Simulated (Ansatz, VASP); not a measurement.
## BeTe3: VASP beside Ansatz

The input INCAR:

```
ALGO = Normal
EDIFF = 1E-6
EDIFFG = -0.01
ENCUT = 600
GGA = PE
IBRION = 2
ISIF = 3
ISMEAR = 0
LASPH = T
LCHARG = F
LREAL = F
LWAVE = F
NELM = 80
NSW = 100
PREC = Accurate
SIGMA = 0.01
```

Contents of KPOINTS:

```
k-points
0
Gamma
  6 6 6
```

Contents of POSCAR:

```
BeTe3
1.0
    5.7064404960      0.0000000000      0.0000000000
    0.0000000000      5.7064404960      0.0000000000
    0.0000000000      0.0000000000      8.2308647115
Be Te
2 6
Direct
    0.0000000000      0.0000000000      0.0000000000
    0.5000000000      0.5000000000      0.0000000000
    0.7261357428      0.7738642572      0.8338723207
    0.2738642572      0.2261357428      0.8338723207
    0.7738642572      0.2738642572      0.1661276793
    0.2261357428      0.7261357428      0.1661276793
    0.5000000000      0.0000000000      0.3728394512
    0.0000000000      0.5000000000      0.6271605488
```

Input for Ansatz:

```yaml
crystal:
  lattice:
    - [5.706440496, 0.0, 0.0]
    - [0.0, 5.706440496, 0.0]
    - [0.0, 0.0, 8.2308647115]
  atoms:
    - { symbol: Be, position: [0.0, 0.0, 0.0] }
    - { symbol: Be, position: [0.5, 0.5, 0.0] }
    - { symbol: Te, position: [0.7261357428, 0.7738642572, 0.8338723207] }
    - { symbol: Te, position: [0.2738642572, 0.2261357428, 0.8338723207] }
    - { symbol: Te, position: [0.7738642572, 0.2738642572, 0.1661276793] }
    - { symbol: Te, position: [0.2261357428, 0.7261357428, 0.1661276793] }
    - { symbol: Te, position: [0.5, 0.0, 0.3728394512] }
    - { symbol: Te, position: [0.0, 0.5, 0.6271605488] }
basis:
  ecutwfc: 420
kpoints:
  mp_grid: { grid: [6, 6, 6] }
hamiltonian:
  xc: pbe
scf:
  occupations: { method: gaussian, width: 0.01 }
output:
  forces: true
  stress: true
  eigenvalues: true
relax:
  adjacent_minimum: "off"
  f_tol: 0.01
  max_steps: 80
  cell: { stress_tol: 0.05 }
```

Alike in both runs: task relaxation of cell and atoms; functional PBE; k mesh 6 × 6 × 6; occupations gaussian, width 0.01 eV; no spin polarisation.

|  | VASP | Ansatz |
| --- | --- | --- |
| version | VASP 6.6.1 | Ansatz 0.2.0 |
| potentials or method | VASP PAW PBE potentials, release 64 (Be, Te), cutoff 600 eV | scalar-relativistic, plane waves, PAW |
| valence electrons in the cell | 40 | 100 |

```csv
,VASP,Ansatz,Ansatz less VASP
"gap on the k mesh at the Fermi level, each at its own relaxed structure (eV)",0.15,0.17,+0.023
relaxed volume (Å³/atom),33.71,33.76,+0.051
relaxed length of the cell vector where the two differ most in proportion (Å),8.280,8.288,+0.0084
```

VASP's potentials hold 40 valence electrons a cell and Ansatz's 100, so a difference there can come from the potentials and not from the codes.

Neither program's run includes spin-orbit coupling.
